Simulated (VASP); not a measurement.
# AlNi (a.f) (Pm-3m) in VASP: single point with PBEsol

Aim: the single point of AlNi (a.f) with PBEsol.

Everything below comes from runs of VASP 6.6.1. Logs are shortened: lines on timing, memory, paths and dates and some standing lists are left out, and cuts for length are marked.

## (1) The cell of the first run

Symmetry: Pm-3m, No. 221, cubic system. Conventional cell: a = 2.860 Å, b = 2.860 Å, c = 2.860 Å, α = 90.00°, β = 90.00°, γ = 90.00°. Ni (site symmetry m-3m) has 8 Al at 2.48 Å and 6 Ni at 2.86 Å within 3.3 Å. Al (site symmetry m-3m) has 8 Ni at 2.48 Å and 6 Al at 2.86 Å within 3.3 Å.

## (2) Single point, PBEsol

The input, INCAR:

```
SYSTEM = AlNi
PREC = Accurate
ENCUT = 600
EDIFF = 1E-6
ISMEAR = 0
SIGMA = 0.1
LREAL = .False.
LASPH = .True.
NELM = 120
ALGO = Normal
ISIF = 2
LWAVE = .False.
LCHARG = .False.
GGA = PS
NBANDS = 14
GGA_COMPAT = .False.
```

The input, KPOINTS:

```
Automatic mesh
0
Gamma
  6 6 6
  0 0 0
```

The input, POSCAR:

```
AlNi
1.0
    2.8600000000      0.0000000000      0.0000000000
    0.0000000000      2.8600000000      0.0000000000
    0.0000000000      0.0000000000      2.8600000000
Ni Al
1 1
Direct
    0.0000000000      0.0000000000      0.0000000000
    0.5000000000      0.5000000000      0.5000000000
```

Potentials or basis: VASP PAW PBE potentials, release 64 (Ni, Al).

Command:

```bash
$ cat potpaw_PBE.64/Ni/POTCAR potpaw_PBE.64/Al/POTCAR > POTCAR
$ mpirun -np 1 vasp_std > vasp.out
```

OUTCAR:

```text
SYSTEM = AlNi
   PREC = Accurate
   ENCUT = 600
   EDIFF = 1E-6
   ISMEAR = 0
   LREAL = .False.
   LASPH = .True.
   NELM = 120
   ISIF = 2
   GGA = PS

 ion  position               nearest neighbor table
   1  0.000  0.000  0.000-   2 2.48   2 2.48   2 2.48   2 2.48   2 2.48   2 2.48   2 2.48   2 2.48

   2  0.500  0.500  0.500-   1 2.48   1 2.48   1 2.48   1 2.48   1 2.48   1 2.48   1 2.48   1 2.48

  LATTYP: Found a simple cubic cell.
 ALAT       =     2.8600000000

  Lattice vectors:

 A1 = (   2.8600000000,   0.0000000000,   0.0000000000)
 A2 = (   0.0000000000,   2.8600000000,   0.0000000000)
 A3 = (   0.0000000000,   0.0000000000,   2.8600000000)

Analysis of symmetry for initial positions (statically):
=====================================================================
 Subroutine PRICEL returns:
 Original cell was already a primitive cell.

 Routine SETGRP: Setting up the symmetry group for a
 simple cubic supercell.

 Subroutine GETGRP returns: Found 48 space group operations
 (whereof 48 operations were pure point group operations)
 out of a pool of 48 trial point group operations.

The static configuration has the point symmetry O_h .

Analysis of symmetry for dynamics (positions and initial velocities):
=====================================================================
 Subroutine PRICEL returns:
 Original cell was already a primitive cell.

 Routine SETGRP: Setting up the symmetry group for a
 simple cubic supercell.

 Subroutine GETGRP returns: Found 48 space group operations
 (whereof 48 operations were pure point group operations)
 out of a pool of 48 trial point group operations.

The dynamic configuration has the point symmetry O_h .

 Subroutine INISYM returns: Found 48 space group operations
 (whereof 48 operations are pure point group operations),
 and found     1 'primitive' translations

----------------------------------------------------------------------------------------

                                     Primitive cell

  volume of cell :      23.3937

  direct lattice vectors                    reciprocal lattice vectors
     2.860000000  0.000000000  0.000000000     0.349650350  0.000000000  0.000000000
     0.000000000  2.860000000  0.000000000     0.000000000  0.349650350  0.000000000
     0.000000000  0.000000000  2.860000000     0.000000000  0.000000000  0.349650350

  length of vectors
     2.860000000  2.860000000  2.860000000     0.349650350  0.349650350  0.349650350

  position of ions in fractional coordinates (direct lattice)
     0.000000000  0.000000000  0.000000000
     0.500000000  0.500000000  0.500000000

  ion indices of the primitive-cell ions
   primitive index   ion index
                 1           1
                 2           2

----------------------------------------------------------------------------------------

 KPOINTS: Automatic mesh

Automatic generation of k-mesh.
 Grid dimensions read from file:
 generate k-points for:    6    6    6

 Generating k-lattice:

  Cartesian coordinates                     Fractional coordinates (reciprocal lattice)
     0.058275058  0.000000000  0.000000000     0.166666667  0.000000000  0.000000000
     0.000000000  0.058275058  0.000000000     0.000000000  0.166666667  0.000000000
     0.000000000  0.000000000  0.058275058     0.000000000  0.000000000  0.166666667

  Length of vectors
     0.058275058  0.058275058  0.058275058

  Shift w.r.t. Gamma in fractional coordinates (k-lattice)
     0.000000000  0.000000000  0.000000000

 Subroutine IBZKPT returns following result:
 ===========================================

 Found     20 irreducible k-points:

 Following reciprocal coordinates:
            Coordinates               Weight
  0.000000  0.000000  0.000000      1.000000
  0.166667  0.000000  0.000000      6.000000
  0.333333  0.000000  0.000000      6.000000
  0.500000  0.000000  0.000000      3.000000
  0.166667  0.166667  0.000000     12.000000
  0.333333  0.166667  0.000000     24.000000
[... 12 lines left out ...]
  0.500000  0.500000  0.333333      6.000000
  0.500000  0.500000  0.500000      1.000000
   k-points           NKPTS =     20   k-points in BZ     NKDIM =     20   number of bands    NBANDS=     14
   number of dos      NEDOS =    301   number of ions     NIONS =      2
   total plane-waves  NPLWV =  13824
   dimension x,y,z NGX =    24 NGY =   24 NGZ =   24
   dimension x,y,z NGXF=    48 NGYF=   48 NGZF=   48
   ions per type =               1   1
   NGX,Y,Z   is equivalent  to a cutoff of  13.95, 13.95, 13.95 a.u.
   NGXF,Y,Z  is equivalent  to a cutoff of  27.90, 27.90, 27.90 a.u.
 SYSTEM =  AlNi
   PREC   = accura    normal or accurate (medium, high low for compatibility)
   ISTART =      0    job   : 0-new  1-cont  2-samecut
   ICHARG =      2    charge: 1-file 2-atom 10-const
   ISPIN  =      1    spin polarized calculation?
   LNONCOLLINEAR =      F non collinear calculations
   LSORBIT =      F    spin-orbit coupling
   LASPH  =      T    aspherical Exc in radial PAW
   ENCUT  =  600.0 eV  44.10 Ry    6.64 a.u.   5.71  5.71  5.71*2*pi/ulx,y,z
   NELM   =    120;   NELMIN=  2; NELMDL= -5     # of ELM steps
   EDIFF  = 0.1E-05   stopping-criterion for ELM
   LREAL  =      F    real-space projection
   EDIFFG = 0.1E-04   stopping-criterion for IOM
   NSW    =      0    number of steps for IOM
   IBRION =     -1    ionic relax: 0-MD 1-quasi-New 2-CG
   NFREE  =      0    steps in history (QN), initial steepest desc. (CG)
   ISIF   =      2    stress and relaxation
   ISYM   =      2    0-nonsym 1-usesym 2-fastsym
   POTIM  = 0.5000    time-step for ionic-motion
   TEBEG  =    0.0;   TEEND  =   0.0 temperature during run
   PSTRESS=    0.0 pullay stress
   NELECT =      13.0000    total number of electrons
   NUPDOWN=      -1.0000    fix difference up-down
   EMIN   =  10.00;   EMAX   =-10.00  energy-range for DOS
   EFERMI =   0.00;   METHOD = LEGACY
   ISMEAR =     0;   SIGMA  =   0.10  broadening in eV -4-tet -1-fermi 0-gaus
   EFERMI_NEDOS =   21; number of points for ismear=-14 and -15
   IALGO  =     38    algorithm
   IMIX   =      4    mixing-type and parameters
     AMIX     =   0.40;   BMIX     =  1.00
     AMIX_MAG =   1.60;   BMIX_MAG =  1.00
  volume/ion in A,a.u.               =      11.70        78.93
  Fermi-wavevector in a.u.,A,eV,Ry     =   1.345932  2.543443 24.647417  1.811534
  Thomas-Fermi vector in A             =   2.473805
   LORBIT       =      0    0 simple, 1 ext, 2 COOP (PROOUT), +10 PAW based schemes
   GGA     = PS    functional components
   LHFCALC =     F    Hartree Fock is set to
   AEXX    =    0.0000 exact exchange contribution
   IVDW    =     0    specifies the selected vdW correction
   LEPSILON=     F    determine dielectric tensor
   LRPA    =     F    only Hartree local field effects (RPA)
 non-spin polarized calculation
 Gauss-broadening in eV      SIGMA  =   0.10
  energy-cutoff  :      600.00
  volume of cell :       23.39
 maximum number of plane-waves:       804
 NGX is ok and might be reduce to    24
   NGX = 11   NGY = 11   NGZ = 11

 number of electron      13.0000010 magnetization

 Free energy of the ion-electron system (eV)
  ---------------------------------------------------
  ext. energy  EPLUGINS =         0.00000000
  ---------------------------------------------------
  free energy    TOTEN  =       -11.55946992 eV

  energy without entropy =      -11.55241829  energy(sigma->0) =      -11.55594410

 E-fermi :  10.2384     XC(G=0): -12.2737

 val. band max:       10.2260987616   @ k =   0.3333   0.1667   0.0000
 cond. band min:      10.5324999927   @ k =   0.3333   0.1667   0.1667
 fundamental gap:      0.3064012310
 Fermi energy:        10.2383520245

 k-point     1 :       0.0000    0.0000    0.0000
  band No.  band energies     occupation
      1      -1.1030      2.00000
      2       6.8289      2.00000
      3       6.8289      2.00000
      4       8.5810      2.00000
      5       8.5810      2.00000
      6       8.5810      2.00000
      7      15.7801      0.00000
      8      15.7801      0.00000
      9      15.7801      0.00000
     10      18.4032      0.00000
     11      18.4032      0.00000
     12      24.3130      0.00000
     13      31.3468      0.00000
     14      31.3468      0.00000

 k-point     2 :       0.1667    0.0000    0.0000
  band No.  band energies     occupation
      1      -0.5859      2.00000
      2       6.7461      2.00000
      3       6.9453      2.00000
      4       8.3771      2.00000
      5       8.3771      2.00000
      6       8.6038      2.00000
      7      12.6417      0.00000
      8      16.4427      0.00000
      9      16.4427      0.00000
     10      18.4258      0.00000
     11      20.9709      0.00000
     12      26.2002      0.00000
     13      27.9353      0.00000
     14      27.9353      0.00000

 k-point     3 :       0.3333    0.0000    0.0000
  band No.  band energies     occupation
      1       0.9199      2.00000
      2       5.7093      2.00000
      3       7.1900      2.00000
      4       8.0183      2.00000
      5       8.0183      2.00000
      6       8.6496      2.00000
      7      10.0302      1.99676
      8      18.1901      0.00000
      9      18.1901      0.00000
     10      18.4816      0.00000
     11      22.9815      0.00000
     12      24.0832      0.00000
     13      24.0832      0.00000
     14      26.9703      0.00000
[... 256 lines left out ...]
 k-point    19 :       0.5000    0.5000    0.3333
  band No.  band energies     occupation
      1       5.6300      2.00000
      2       6.1475      2.00000
      3       6.1475      2.00000
      4       8.3880      2.00000
      5       9.1469      2.00000
      6      10.7057      0.00000
      7      10.7057      0.00000
      8      11.9330      0.00000
      9      13.3050      0.00000
     10      16.6767      0.00000
     11      16.9161      0.00000
     12      16.9161      0.00000
     13      19.9801      0.00000
     14      34.7513      0.00000

 k-point    20 :       0.5000    0.5000    0.5000
  band No.  band energies     occupation
      1       5.9717      2.00000
      2       5.9717      2.00000
      3       5.9717      2.00000
      4       9.1546      2.00000
      5       9.1546      2.00000
      6      12.1493      0.00000
      7      12.1493      0.00000
      8      12.1493      0.00000
      9      14.1176      0.00000
     10      14.7527      0.00000
     11      14.7527      0.00000
     12      14.7527      0.00000
     13      18.0221      0.00000
     14      37.8336      0.00000

------------------------ aborting loop because EDIFF is reached ----------------------------------------

  FORCE on cell =-STRESS in cart. coord.  units (eV):
  Direction    XX          YY          ZZ          XY          YZ          ZX
  --------------------------------------------------------------------------------------
  -------------------------------------------------------------------------------------
  Total        0.1133216      0.1133216      0.1133216     -0.0000000     -0.0000000     -0.0000000
  in kB        7.7611317      7.7611317      7.7611317     -0.0000000     -0.0000000     -0.0000000
  external PRESSURE =       7.7611317 kB  Pullay stress =       0.0000000 kB

 VOLUME and BASIS-vectors are now :
 -----------------------------------------------------------------------------
  energy-cutoff  :      600.00
  volume of cell :       23.39
      direct lattice vectors                 reciprocal lattice vectors
     2.860000000  0.000000000  0.000000000     0.349650350  0.000000000  0.000000000
     0.000000000  2.860000000  0.000000000     0.000000000  0.349650350  0.000000000
     0.000000000  0.000000000  2.860000000     0.000000000  0.000000000  0.349650350

 POSITION                                       TOTAL-FORCE (eV/Angst)
 -----------------------------------------------------------------------------------
      0.00000      0.00000      0.00000         0.000000      0.000000      0.000000
      1.43000      1.43000      1.43000         0.000000      0.000000      0.000000
 -----------------------------------------------------------------------------------
    total drift:                               -0.000000      0.000000      0.000000

  FREE ENERGIE OF THE ION-ELECTRON SYSTEM (eV)
  ---------------------------------------------------
  free  energy   TOTEN  =       -11.5594699164 eV

  energy  without entropy=      -11.5524182888  energy(sigma->0) =      -11.55594410
```

Wall time 12 s (1 thread of AMD EPYC 7R13, shared host); peak memory 0.11 GiB.

What came out:

```yaml
Free_energy: -11.5595 eV
Pressure: 0.8 GPa
```

Levels at points of the mesh, in eV from the Fermi level:
```tsv
k point	band 3	band 4	band 5	band 6	band 7	band 8	band 9	band 10	band 11	band 12
(0.00, 0.00, 0.00)	-3.41	-1.66	-1.66	-1.66	5.54	5.54	5.54	8.16	8.16	14.07
(0.50, 0.00, 0.00)	-2.92	-2.38	-2.38	-1.57	-0.73	8.28	10.05	10.05	11.07	11.07
(0.50, 0.50, 0.00)	-2.99	-2.99	-2.21	-2.21	-1.11	1.44	2.54	12.49	15.25	15.25
(0.50, 0.50, 0.50)	-4.27	-1.08	-1.08	1.91	1.91	1.91	3.88	4.51	4.51	4.51
```

Caveat: the k points lie up to 0.37 Å⁻¹ apart; the PAW data sets were made with another functional, which shifts forces and pressure a little. Spin polarisation is off, so any magnetic state and its effect on volume and gap are missing.
